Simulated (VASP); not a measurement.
Wanted: the native input for a VASP 6.6.1 run.

| Property | Result |
| --- | --- |
| Task | relaxation of cell and atoms |
| Functional | r2SCAN |
| Potentials or basis | VASP PAW PBE potentials, release 64 (W_sv) |
| Cutoff | 550 eV |
| k mesh | 8 × 8 × 8 |
| Occupations | gaussian, width 0.1 eV |
| Spin | no spin polarisation |
| Dipole correction | no |
| Further INCAR settings | ALGO = Normal; EDIFF = 1e-07; IBRION = 2; EDIFFG = -0.04; NSW = 90; ISIF = 3 |

Crystal: W.

```
W
1.0
     0.00000    2.03074    2.03074
     2.03074    0.00000    2.03074
     2.03074    2.03074    0.00000
W
1
Cartesian
  0.0000 0.0000 0.0000
```

This isn't the form of W at room conditions, which is bcc.

The input as run:

POSCAR

```
W
1.0
    0.0000000000      2.0307395668      2.0307395668
    2.0307395668      0.0000000000      2.0307395668
    2.0307395668      2.0307395668      0.0000000000
W
1
Direct
    0.0000000000      0.0000000000      0.0000000000
```

INCAR.step1

```
PREC = Accurate ; ENCUT = 550
ISMEAR = 0 ; SIGMA = 0.1
LREAL = False ; LASPH = True
NELM = 120 ; GGA = PE
ALGO = Normal ; EDIFF = 1E-5
LWAVE = True ; LCHARG = False
GGA_COMPAT = False ; IBRION = 2
ISIF = 3 ; EDIFFG = -0.005
NELMIN = 4 ; NSW = 100
```

INCAR.step2

```
PREC = Accurate ; ENCUT = 550
EDIFF = 1E-7 ; ISMEAR = 0
SIGMA = 0.1 ; LREAL = False
LASPH = True ; NELM = 120
ALGO = Normal ; ISIF = 3
LWAVE = False ; LCHARG = False
METAGGA = R2SCAN ; LMIXTAU = True
IBRION = 2 ; NSW = 90
EDIFFG = -0.04 ; ISTART = 1
GGA_COMPAT = False ; NELMIN = 4
```

KPOINTS

```
Automatic mesh
0
Gamma
  8 8 8
```

Potentials or basis: VASP PAW PBE potentials, release 64 (W_sv).

Run with:

```sh
$ cat potpaw_PBE.64/W_sv/POTCAR > POTCAR
$ cp INCAR.step1 INCAR
$ mpirun -np 1 vasp_std > vasp.out
$ cp INCAR.step2 INCAR
$ mpirun -np 1 vasp_std > vasp.out
```

It gave:

| Item | Value |
| --- | --- |
| Relaxed volume | 16.28 Å³/atom |
| Relaxed cell | a = 2.845 Å, b = 2.845 Å, c = 2.845 Å, α = 60.00°, β = 60.00°, γ = 60.00° |
| Space group after relaxing (to 0.1 Å) | Fm-3m (No. 225) |
| Energy gained by relaxing | 12.8 meV/atom |
| Ionic steps | 4 |
| Pressure after relaxing | 0.0 GPa |
| Band gap on the k mesh | zero (bands 7 and 8 overlap by 3.66 eV) |

Caveat: the PAW data sets were made with another functional, which shifts forces and pressure a little; spin-orbit coupling is left out, which moves the levels of the heavy elements.

Wall time 2.8 min on 1 thread of AMD EPYC 9R14 (Zen 4), on a shared host, peak memory 0.12 GiB.
